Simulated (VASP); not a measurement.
A run of VASP 6.6.1 is set up as follows.

The input INCAR:

```
PREC     = Accurate       # precision mode
ENCUT    = 520            # plane-wave cutoff, eV
EDIFF    = 1E-6           # SCF threshold, eV
ISMEAR   = 0              # smearing method
SIGMA    = 0.1            # smearing width, eV
LREAL    = F              # projectors in reciprocal space
LASPH    = T              # aspherical terms in the spheres
NELM     = 100            # most SCF steps
ALGO     = Normal         # electronic algorithm
ISIF     = 2              # what is computed and relaxed
LWAVE    = F              # write WAVECAR
LCHARG   = F              # write CHGCAR
GGA      = PE             # functional
NBANDS   = 12             # bands
```

The input KPOINTS:

```
Automatic mesh
0
Gamma
  6 6 4
```

The input POSCAR:

```
Sb
1.0
    3.1558872000      0.0000000000      0.0000000000
    0.0000000000      3.1558872000      0.0000000000
    0.0000000000      0.0000000000      6.3364517300
Sb
2
Direct
    0.0000000000      0.0000000000      0.7990506300
    0.0000000000      0.0000000000      0.2009493700
```

Potentials or basis: VASP PAW PBE potentials, release 64 (Sb).

Run with:

```sh
$ cat potpaw_PBE.64/Sb/POTCAR > POTCAR
$ mpirun -np 1 vasp_std > vasp.out
```

Question: Predict the band gap on the k mesh.

Answer: Zero (band 5 reaches 9.12 eV, above the bottom of band 6 at 4.76 eV).

Question: Estimate the pressure.

Answer: 6.9 GPa.

Question: Predict the largest force.

Answer: 3.490 eV/Å.

Forces on the atoms (eV/Å):
```
Sb   0.000  0.000 -3.490
Sb   0.000  0.000  3.490
```

Caveat: spin-orbit coupling is left out, which moves the levels of the heavy elements; forces of over 1 eV/Å act on the atoms, so gaps and moduli don't describe the material at rest.
